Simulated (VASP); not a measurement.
A run of VASP 6.6.1 is set up as follows.

INCAR

```
ALGO = Normal
EDIFF = 1E-6
EDIFFG = -0.002
ENCUT = 600
GGA = PS
IBRION = 2
ISIF = 3
ISMEAR = -1
LASPH = True
LCHARG = False
LREAL = False
LWAVE = False
NELM = 80
NSW = 100
PREC = Accurate
SIGMA = 0.1
```

The input KPOINTS:

```
k-points
0
Gamma
  10 10 10
```

Contents of POSCAR:

```
SnTe
1.0
    0.0000000000      3.1508500000      3.1508500000
    3.1508500000      0.0000000000      3.1508500000
    3.1508500000      3.1508500000      0.0000000000
Sn Te
1 1
Direct
    0.0000000000      0.0000000000      0.0000000000
    0.5000000000      0.5000000000      0.5000000000
```

Potentials or basis: VASP PAW PBE potentials, release 64 (Sn_d, Te).

Command:

```console
$ cat potpaw_PBE.64/Sn_d/POTCAR potpaw_PBE.64/Te/POTCAR > POTCAR
$ mpirun -np 1 vasp_std > vasp.out
```

Question: Estimate the space group after relaxing (to 0.05 Å).

Answer: Fm-3m (No. 225).

Question: Estimate the relaxed volume.

Answer: 31.10 Å³/atom.

Question: Predict the band gap on the k mesh.

Answer: 0.16 eV, direct.

Final structure:
```cif
data_structure
_symmetry_space_group_name_H-M 'P 1'
_symmetry_Int_Tables_number 1
_cell_length_a 4.4474
_cell_length_b 4.4474
_cell_length_c 4.4474
_cell_angle_alpha 60.000
_cell_angle_beta 60.000
_cell_angle_gamma 60.000
_cell_volume 62.20
loop_
_atom_site_label
_atom_site_type_symbol
_atom_site_fract_x
_atom_site_fract_y
_atom_site_fract_z
_atom_site_occupancy
Sn1 Sn 0.00000 0.00000 0.00000 1
Te1 Te 0.50000 0.50000 0.50000 1
```

Caveat: the PAW data sets were made with another functional, which shifts forces and pressure a little; spin-orbit coupling is left out, which moves the levels of the heavy elements. A k mesh can miss the band edges.
